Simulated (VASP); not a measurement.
# HfN (Pm-3m) in VASP: a series of runs

HfN is run at these levels: PBE, r2SCAN, r2SCAN+U; tasks: single point.

All numbers are computed with VASP 6.6.1; they aren't measurements. Logs are shortened: lines on timing, memory, paths and dates and some standing lists are left out, and cuts for length are marked.

### 1 The cell of the first run

Symmetry: Pm-3m, No. 221, cubic system. Conventional cell: a = 2.825 Å, b = 2.825 Å, c = 2.825 Å, α = 90.00°, β = 90.00°, γ = 90.00°. Within 3.2 Å of Hf (site symmetry m-3m) lie 8 N at 2.45 Å and 6 Hf at 2.83 Å. N (site symmetry m-3m) has 8 Hf at 2.45 Å and 6 N at 2.83 Å within 3.2 Å.

### 2 Single point, PBE

Contents of INCAR:

```
ALGO = Normal
EDIFF = 1E-6
ENCUT = 600
GGA = PE
GGA_COMPAT = False
ISIF = 2
ISMEAR = -1
LASPH = True
LCHARG = False
LREAL = False
LWAVE = False
NBANDS = 14
NELM = 120
PREC = Accurate
SIGMA = 0.04
```

Contents of KPOINTS:

```
k-points
0
Gamma
  5 5 5
```

Contents of POSCAR:

```
HfN
1.0
    2.8250300000      0.0000000000      0.0000000000
    0.0000000000      2.8250300000      0.0000000000
    0.0000000000      0.0000000000      2.8250300000
Hf N
1 1
Direct
    0.5000000000      0.5000000000      0.5000000000
    0.0000000000      0.0000000000      0.0000000000
```

Potentials or basis: VASP PAW PBE potentials, release 64 (Hf_pv, N).

Run with:

```
$ cat potpaw_PBE.64/Hf_pv/POTCAR potpaw_PBE.64/N/POTCAR > POTCAR
$ mpirun -np 1 vasp_std > vasp.out
```

OUTCAR:

```text
EDIFF = 1E-6
   ENCUT = 600
   GGA = PE
   ISIF = 2
   ISMEAR = -1
   LASPH = True
   LREAL = False
   NELM = 120
   PREC = Accurate

 ion  position               nearest neighbor table
   1  0.500  0.500  0.500-   2 2.45   2 2.45   2 2.45   2 2.45   2 2.45   2 2.45   2 2.45   2 2.45

   2  0.000  0.000  0.000-   1 2.45   1 2.45   1 2.45   1 2.45   1 2.45   1 2.45   1 2.45   1 2.45

  LATTYP: Found a simple cubic cell.
 ALAT       =     2.8250300000

  Lattice vectors:

 A1 = (   2.8250300000,   0.0000000000,   0.0000000000)
 A2 = (   0.0000000000,   2.8250300000,   0.0000000000)
 A3 = (   0.0000000000,   0.0000000000,   2.8250300000)

Analysis of symmetry for initial positions (statically):
=====================================================================
 Subroutine PRICEL returns:
 Original cell was already a primitive cell.

 Routine SETGRP: Setting up the symmetry group for a
 simple cubic supercell.

 Subroutine GETGRP returns: Found 48 space group operations
 (whereof 48 operations were pure point group operations)
 out of a pool of 48 trial point group operations.

The static configuration has the point symmetry O_h .

Analysis of symmetry for dynamics (positions and initial velocities):
=====================================================================
 Subroutine PRICEL returns:
 Original cell was already a primitive cell.

 Routine SETGRP: Setting up the symmetry group for a
 simple cubic supercell.

 Subroutine GETGRP returns: Found 48 space group operations
 (whereof 48 operations were pure point group operations)
 out of a pool of 48 trial point group operations.

The dynamic configuration has the point symmetry O_h .

 Subroutine INISYM returns: Found 48 space group operations
 (whereof 48 operations are pure point group operations),
 and found     1 'primitive' translations

----------------------------------------------------------------------------------------

                                     Primitive cell

  volume of cell :      22.5460

  direct lattice vectors                    reciprocal lattice vectors
     2.825030000  0.000000000  0.000000000     0.353978542  0.000000000  0.000000000
     0.000000000  2.825030000  0.000000000     0.000000000  0.353978542  0.000000000
[... 76 lines left out ...]
   ISIF   =      2    stress and relaxation
   ISYM   =      2    0-nonsym 1-usesym 2-fastsym
   POTIM  = 0.5000    time-step for ionic-motion
   TEBEG  =    0.0;   TEEND  =   0.0 temperature during run
   PSTRESS=    0.0 pullay stress
   NELECT =      15.0000    total number of electrons
   NUPDOWN=      -1.0000    fix difference up-down
   EMIN   =  10.00;   EMAX   =-10.00  energy-range for DOS
   EFERMI =   0.00;   METHOD = LEGACY
   ISMEAR =    -1;   SIGMA  =   0.04  broadening in eV -4-tet -1-fermi 0-gaus
   EFERMI_NEDOS =   21; number of points for ismear=-14 and -15
   IALGO  =     38    algorithm
   IMIX   =      4    mixing-type and parameters
     AMIX     =   0.40;   BMIX     =  1.00
     AMIX_MAG =   1.60;   BMIX_MAG =  1.00
  volume/ion in A,a.u.               =      11.27        76.07
  Fermi-wavevector in a.u.,A,eV,Ry     =   1.429164  2.700729 27.790047  2.042511
  Thomas-Fermi vector in A             =   2.549148
   LORBIT       =      0    0 simple, 1 ext, 2 COOP (PROOUT), +10 PAW based schemes
   GGA     = PE    functional components
   LHFCALC =     F    Hartree Fock is set to
   AEXX    =    0.0000 exact exchange contribution
   IVDW    =     0    specifies the selected vdW correction
   LEPSILON=     F    determine dielectric tensor
   LRPA    =     F    only Hartree local field effects (RPA)
 non-spin polarized calculation
  energy-cutoff  :      600.00
  volume of cell :       22.55
 maximum number of plane-waves:       772
 NGX is ok and might be reduce to    24
   NGX = 11   NGY = 11   NGZ = 11

 number of electron      15.0000000 magnetization

 Free energy of the ion-electron system (eV)
  ---------------------------------------------------
  ext. energy  EPLUGINS =         0.00000000
  ---------------------------------------------------
  free energy    TOTEN  =       -19.81661958 eV

  energy without entropy =      -19.81548473  energy(sigma->0) =      -19.81605215

 E-fermi :   7.9042     XC(G=0): -12.9296

 val. band max:        7.0161655304   @ k =   0.4000   0.2000   0.0000
 cond. band min:       8.0007743893   @ k =   0.2000   0.0000   0.0000
 fundamental gap:      0.9846088589
 Fermi energy:         7.9041672555

 k-point     1 :       0.0000    0.0000    0.0000
  band No.  band energies     occupation
      1     -22.7773      2.00000
      2     -22.7773      2.00000
      3     -22.7773      2.00000
      4      -8.6987      2.00000
      5       5.0076      2.00000
      6       5.0077      2.00000
      7       6.3448      2.00000
      8       6.3448      2.00000
      9       6.3448      2.00000
     10      10.7376      0.00000
     11      13.7663      0.00000
     12      13.7663      0.00000
     13      13.7663      0.00000
     14      20.4433      0.00000
[... 139 lines left out ...]
      1     -23.6122      2.00000
      2     -23.5854      2.00000
      3     -23.5854      2.00000
      4      -5.7155      2.00000
      5       1.1410      2.00000
      6       1.1410      2.00000
      7       2.1175      2.00000
      8      12.3952      0.00000
      9      13.2033      0.00000
     10      13.2033      0.00000
     11      15.1384      0.00000
     12      15.1384      0.00000
     13      16.9990      0.00000
     14      20.4667      0.00000

------------------------ aborting loop because EDIFF is reached ----------------------------------------

  FORCE on cell =-STRESS in cart. coord.  units (eV):
  Direction    XX          YY          ZZ          XY          YZ          ZX
  --------------------------------------------------------------------------------------
  -------------------------------------------------------------------------------------
  Total       -0.4543946     -0.4543946     -0.4543946      0.0000000      0.0000000     -0.0000000
  in kB      -32.2904823    -32.2904823    -32.2904823      0.0000000      0.0000000     -0.0000000
  external PRESSURE =     -32.2904823 kB  Pullay stress =       0.0000000 kB

 VOLUME and BASIS-vectors are now :
 -----------------------------------------------------------------------------
  energy-cutoff  :      600.00
  volume of cell :       22.55
      direct lattice vectors                 reciprocal lattice vectors
     2.825030000  0.000000000  0.000000000     0.353978542  0.000000000  0.000000000
     0.000000000  2.825030000  0.000000000     0.000000000  0.353978542  0.000000000
     0.000000000  0.000000000  2.825030000     0.000000000  0.000000000  0.353978542

 POSITION                                       TOTAL-FORCE (eV/Angst)
 -----------------------------------------------------------------------------------
      1.41251      1.41251      1.41251         0.000000      0.000000      0.000000
      0.00000      0.00000      0.00000         0.000000      0.000000      0.000000
 -----------------------------------------------------------------------------------
    total drift:                                0.000000     -0.000000     -0.000000

  FREE ENERGIE OF THE ION-ELECTRON SYSTEM (eV)
  ---------------------------------------------------
  free  energy   TOTEN  =       -19.8166195825 eV

  energy  without entropy=      -19.8154847261  energy(sigma->0) =      -19.81605215
```

stdout:

```text
POSCAR found type information on POSCAR HfN
 POSCAR found :  2 types and       2 ions
 scaLAPACK will be used
 LDA part: xc-table for (Slater+PW92), standard interpolation
 POSCAR, INCAR and KPOINTS ok, starting setup
 FFT: planning ... GRIDC
 FFT: planning ... GRID_SOFT
 FFT: planning ... GRID
 WAVECAR not read
 entering main loop
```

Run time: 8.4 s. Hardware: 1 thread of Intel Xeon 8259CL, shared host; peak memory 0.14 GiB.

What came out:

```
Free energy : -19.8166 eV
Pressure    : -3.2 GPa
```

Caveat: the k points lie up to 0.44 Å⁻¹ apart; spin-orbit coupling is left out, which moves the levels of the heavy elements.

### 3 Single point, r2SCAN

POSCAR is that of step 2.

Contents of INCAR.step1:

```
SYSTEM = HfN
PREC = Accurate
ENCUT = 520
ISMEAR = -1
SIGMA = 0.05
LREAL = .False.
LASPH = .True.
NELM = 60
NBANDS = 14
GGA = PE
ALGO = Normal
EDIFF = 1E-4
LWAVE = .True.
LCHARG = .False.
```

Contents of INCAR.step2:

```
SYSTEM = HfN
PREC = Accurate
ENCUT = 520
EDIFF = 1E-6
ISMEAR = -1
SIGMA = 0.05
LREAL = .False.
LASPH = .True.
NELM = 60
ALGO = Normal
ISIF = 2
LWAVE = .False.
LCHARG = .False.
METAGGA = R2SCAN
LMIXTAU = .True.
NBANDS = 14
ISTART = 1
```

Contents of KPOINTS:

```
Automatic mesh
0
Gamma
  9 9 9
  0 0 0
```

Potentials or basis: VASP PAW PBE potentials, release 64 (Hf_pv, N).

Run with:

```
$ cat potpaw_PBE.64/Hf_pv/POTCAR potpaw_PBE.64/N/POTCAR > POTCAR
$ cp INCAR.step1 INCAR
$ mpirun -np 1 vasp_std > vasp.out
$ cp INCAR.step2 INCAR
$ mpirun -np 1 vasp_std > vasp.out
```

OUTCAR:

```text
SYSTEM = HfN
   PREC = Accurate
   ENCUT = 520
   EDIFF = 1E-6
   ISMEAR = -1
   LREAL = .False.
   LASPH = .True.
   NELM = 60
   ISIF = 2
   METAGGA = R2SCAN
   ISTART = 1

 ion  position               nearest neighbor table
   1  0.500  0.500  0.500-   2 2.45   2 2.45   2 2.45   2 2.45   2 2.45   2 2.45   2 2.45   2 2.45

   2  0.000  0.000  0.000-   1 2.45   1 2.45   1 2.45   1 2.45   1 2.45   1 2.45   1 2.45   1 2.45

  LATTYP: Found a simple cubic cell.
 ALAT       =     2.8250300000

  Lattice vectors:

 A1 = (   2.8250300000,   0.0000000000,   0.0000000000)
 A2 = (   0.0000000000,   2.8250300000,   0.0000000000)
 A3 = (   0.0000000000,   0.0000000000,   2.8250300000)

Analysis of symmetry for initial positions (statically):
=====================================================================
 Subroutine PRICEL returns:
 Original cell was already a primitive cell.

 Routine SETGRP: Setting up the symmetry group for a
 simple cubic supercell.

 Subroutine GETGRP returns: Found 48 space group operations
 (whereof 48 operations were pure point group operations)
 out of a pool of 48 trial point group operations.

[... 175 lines left out ...]
      5       4.9555      2.00000
      6       4.9555      2.00000
      7       6.1506      2.00000
      8       6.1506      2.00000
      9       6.1506      2.00000
     10      11.2055      0.00000
     11      13.9405      0.00000
     12      13.9405      0.00000
     13      13.9405      0.00000
     14      19.2068      0.00000
[... 377 lines left out ...]
      1     -25.1547      2.00000
      2     -24.8505      2.00000
      3     -24.0072      2.00000
      4      -7.6146      2.00000
      5       1.8420      2.00000
      6       2.8832      2.00000
      7       5.4430      2.00000
      8       7.5002      0.35077
      9      10.8050      0.00000
     10      11.3064      0.00000
     11      13.1327      0.00000
     12      14.4090      0.00000
     13      18.7102      0.00000
     14      19.2072      0.00000

 [... further k-points ...]

------------------------ aborting loop because EDIFF is reached ----------------------------------------

  FORCE on cell =-STRESS in cart. coord.  units (eV):
  Direction    XX          YY          ZZ          XY          YZ          ZX
  --------------------------------------------------------------------------------------
  -------------------------------------------------------------------------------------
  Total       -1.1144813     -1.1144813     -1.1144813      0.0000000      0.0000000     -0.0000000
  in kB      -79.1979899    -79.1979899    -79.1979899      0.0000000      0.0000000     -0.0000000
  external PRESSURE =     -79.1979899 kB  Pullay stress =       0.0000000 kB

 VOLUME and BASIS-vectors are now :
 -----------------------------------------------------------------------------
  energy-cutoff  :      520.00
  volume of cell :       22.55
      direct lattice vectors                 reciprocal lattice vectors
     2.825030000  0.000000000  0.000000000     0.353978542  0.000000000  0.000000000
     0.000000000  2.825030000  0.000000000     0.000000000  0.353978542  0.000000000
     0.000000000  0.000000000  2.825030000     0.000000000  0.000000000  0.353978542

 POSITION                                       TOTAL-FORCE (eV/Angst)
 -----------------------------------------------------------------------------------
      1.41251      1.41251      1.41251         0.000000      0.000000      0.000000
      0.00000      0.00000      0.00000         0.000000      0.000000      0.000000
 -----------------------------------------------------------------------------------
    total drift:                                0.000000     -0.000000     -0.000000

  FREE ENERGIE OF THE ION-ELECTRON SYSTEM (eV)
  ---------------------------------------------------
  free  energy   TOTEN  =       -56.1498951305 eV

  energy  without entropy=      -56.1397058404  energy(sigma->0) =      -56.14480049
```

Run time: 52 s. Hardware: 1 thread of Intel Xeon 8259CL, shared host; peak memory 0.15 GiB.

Results:

| Item | Value |
| --- | --- |
| Free energy | -56.1499 eV |
| Pressure | -7.9 GPa |

Levels at points of the mesh, in eV from the Fermi level:
```tsv
k point	band 4	band 5	band 6	band 7	band 8	band 9	band 10	band 11	band 12	band 13
(0.00, 0.00, 0.00)	-17.12	-2.47	-2.47	-1.27	-1.27	-1.27	3.78	6.52	6.52	6.52
```

Caveat: the PAW data sets were made with another functional, which shifts forces and pressure a little; spin-orbit coupling is left out, which moves the levels of the heavy elements.

### 4 Single point, r2SCAN+U

POSCAR is that of step 3.

Contents of INCAR.step1:

```
PREC = Accurate ; ENCUT = 520
ISMEAR = -1 ; SIGMA = 0.05
LREAL = False ; LASPH = True
NELM = 150 ; LMAXMIX = 4
LDAU = True ; LDAUTYPE = 2
LDAUL = 2 -1 ; LDAUU = 6 0
LDAUJ = 0 0 ; NBANDS = 14
GGA = PE ; ALGO = Normal
EDIFF = 1E-4 ; LWAVE = True
LCHARG = False
```

Contents of INCAR.step2:

```
PREC = Accurate ; ENCUT = 520
EDIFF = 1E-6 ; ISMEAR = -1
SIGMA = 0.05 ; LREAL = False
LASPH = True ; NELM = 150
ALGO = Normal ; ISIF = 2
LWAVE = False ; LCHARG = False
LMAXMIX = 4 ; LDAU = True
LDAUTYPE = 2 ; LDAUL = 2 -1
LDAUU = 6 0 ; LDAUJ = 0 0
LDAUPRINT = 1 ; METAGGA = R2SCAN
LMIXTAU = True ; NBANDS = 14
ISTART = 1
```

Contents of KPOINTS:

```
Automatic mesh
0
Gamma
  9 9 9
```

Run with:

```
$ cat potpaw_PBE.64/Hf_pv/POTCAR potpaw_PBE.64/N/POTCAR > POTCAR
$ cp INCAR.step1 INCAR
$ mpirun -np 1 vasp_std > vasp.out
$ cp INCAR.step2 INCAR
$ mpirun -np 1 vasp_std > vasp.out
```

Wall time 24 s (1 thread of Intel Xeon 6975P-C (Granite Rapids), shared host); peak memory 0.14 GiB.

The run converged. Its results:

```yaml
Free_energy: -51.9510 eV
Pressure: 15.7 GPa
```

Levels at points of the mesh, in eV from the Fermi level:
```tsv
k point	band 6	band 7	band 8	band 9	band 10	band 11
(0.00, 0.00, 0.00)	-2.30	-1.72	-1.72	-1.72	2.97	7.47
```

Eigenvalues of the final occupation matrices:
| site | spin | trace | eigenvalues |
| --- | --- | --- | --- |
| site 1 d | 1 | 0.81 | 0.12 0.12 0.12 0.23 0.23 |
| site 1 d | 2 | 0.81 | 0.12 0.12 0.12 0.23 0.23 |

Caveat: the PAW data sets were made with another functional, which shifts forces and pressure a little; spin-orbit coupling is left out, which moves the levels of the heavy elements; U without spin polarisation on a metal has little footing.

### 5 Single point, r2SCAN+U

POSCAR is that of step 4.

Contents of INCAR.step1:

```
SYSTEM = HfN
PREC = Accurate
ENCUT = 520
ISMEAR = -1
SIGMA = 0.05
LREAL = .False.
LASPH = .True.
NELM = 150
LMAXMIX = 4
LDAU = .True.
LDAUTYPE = 2
LDAUL = 2 -1
LDAUU = 8 0
LDAUJ = 0 0
NBANDS = 14
GGA = PE
ALGO = Normal
EDIFF = 1E-4
LWAVE = .True.
LCHARG = .False.
```

Contents of INCAR.step2:

```
SYSTEM = HfN
PREC = Accurate
ENCUT = 520
EDIFF = 1E-6
ISMEAR = -1
SIGMA = 0.05
LREAL = .False.
LASPH = .True.
NELM = 150
ALGO = Normal
ISIF = 2
LWAVE = .False.
LCHARG = .True.
LMAXMIX = 4
LDAU = .True.
LDAUTYPE = 2
LDAUL = 2 -1
LDAUU = 8 0
LDAUJ = 0 0
LDAUPRINT = 1
METAGGA = R2SCAN
LMIXTAU = .True.
LELF = .True.
LVHAR = .True.
NBANDS = 14
ISTART = 1
```

Contents of KPOINTS:

```
Automatic mesh
0
Gamma
  9 9 9
  0 0 0
```

Run with:

```
$ cat potpaw_PBE.64/Hf_pv/POTCAR potpaw_PBE.64/N/POTCAR > POTCAR
$ cp INCAR.step1 INCAR
$ mpirun -np 1 vasp_std > vasp.out
$ cp INCAR.step2 INCAR
$ mpirun -np 1 vasp_std > vasp.out
```

It took 26 s on 1 thread of Intel Xeon 6975P-C (Granite Rapids), shared host; peak memory 0.15 GiB.

Results (log left out):

```yaml
Free_energy: -50.6400 eV
Pressure: 24.1 GPa
```

Levels at points of the mesh, in eV from the Fermi level:
| k point | band 6 | band 7 | band 8 | band 9 | band 10 | band 11 |
| --- | --- | --- | --- | --- | --- | --- |
| (0.00, 0.00, 0.00) | -2.23 | -1.88 | -1.88 | -1.88 | 2.70 | 7.84 |

Eigenvalues of the final occupation matrices:
| site | spin | trace | eigenvalues |
| --- | --- | --- | --- |
| site 1 d | 1 | 0.78 | 0.11 0.11 0.11 0.23 0.23 |
| site 1 d | 2 | 0.78 | 0.11 0.11 0.11 0.23 0.23 |

Caveat: the PAW data sets were made with another functional, which shifts forces and pressure a little; spin-orbit coupling is left out, which moves the levels of the heavy elements; U without spin polarisation on a metal has little footing.

### 6 Overview

```tsv
level	U	k mesh	cutoff (eV)	smearing	gap on the mesh (eV)	pressure (GPa)
PBE	-	5 × 5 × 5	600	fermi-dirac 0.04 eV	none	-3.2
r2SCAN	-	9 × 9 × 9	520	fermi-dirac 0.05 eV	none	-7.9
r2SCAN+U	Hf d U = 6.0 eV	9 × 9 × 9	520	fermi-dirac 0.05 eV	none	15.7
r2SCAN+U	Hf d U = 8.0 eV	9 × 9 × 9	520	fermi-dirac 0.05 eV	none	24.1
```

Alike in all rows: task single point; potentials or basis VASP PAW PBE potentials, release 64 (Hf_pv, N); no spin polarisation; cell as given.

Caveats: some runs use coarse meshes; spin-orbit coupling is left out, which moves the levels of the heavy elements; the PAW data sets were made with another functional, which shifts forces and pressure a little (some runs); U without spin polarisation on a metal has little footing (some runs).

Absolute energies hang on the potentials; compare differences alone.
